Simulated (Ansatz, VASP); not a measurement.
**BRu4: VASP beside Ansatz**

```
B Ru
1.0
    -2.44828    2.44828    2.44828
     2.44828   -2.44828    2.44828
     2.44828    2.44828   -2.44828
B Ru
1 4
Direct
  0.00000 0.00000 0.00000
  0.50000 0.50000 0.50000
  0.50000 0.00000 0.00000
  0.00000 0.00000 0.50000
  0.00000 0.50000 0.00000
```

Change from the starting cell: species swapped into the Hg4Pt type (Im-3m, No. 229).

Alike in both runs: task relaxation of cell and atoms; functional PBE; k mesh 6 × 6 × 6; occupations gaussian, width 0.1 eV; no spin polarisation.

```csv
,VASP,Ansatz
version,VASP 6.6.1,Ansatz 0.2.0
potentials or method,"VASP PAW PBE potentials, release 64 (B, Ru_pv), cutoff 600 eV","scalar-relativistic, plane waves, PAW"
valence electrons in the cell,59,67
```

```csv
,VASP,Ansatz,Ansatz less VASP
"gap on the k mesh at the Fermi level, each at its own relaxed structure (eV)",none,none,-
relaxed volume (Å³/atom),13.90,13.90,-0.007
relaxed cell length with the largest relative difference (Å),4.487,4.486,-0.0008
```

A gap of «none» marks a metal or a gap that the smearing closes. VASP's potentials hold 59 valence electrons a cell and Ansatz's 67, so a difference there can come from the potentials and not from the codes.

Noted on VASP's run: the volume moved by over 15 % at a fixed basis, so the end points are rough.
